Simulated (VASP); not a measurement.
Runs of VASP 6.6.1 on Na2H. The structure is that of space group P4mm (No. 99), or close to it. The cells are those of the table. 

| task | cell | k mesh | cutoff (eV) | gap on the mesh (eV) | pressure (GPa) | largest force (eV/Å) |
| --- | --- | --- | --- | --- | --- | --- |
| relaxation of cell and atoms | relaxed from a = 3.366, b = 3.366, c = 5.709 Å, 3 atoms | 6 × 6 × 4 | 600 | none | -0.1 | 0.02 |
| single point | a = 3.308, b = 3.308, c = 6.236 Å, 3 atoms | 14 × 14 × 8 | 520 | none | 0.0 | - |
| single point | a = 3.366, b = 3.366, c = 5.709 Å, 3 atoms | 6 × 6 × 4 | 520 | none | 0.2 | 0.04 |
| single point | a = 3.314, b = 3.314, c = 6.169 Å, 3 atoms | 6 × 6 × 4 | 520 | none | 0.0 | (a) |

Alike in all rows: level PBE; potentials or basis VASP PAW PBE potentials, release 64 (Na_pv, H); no spin polarisation; smearing gaussian 0.1 eV.

Task: Fill in the values left out.

Result: (a) 0.01.

A gap of «none» marks levels without a gap at the run's occupations.
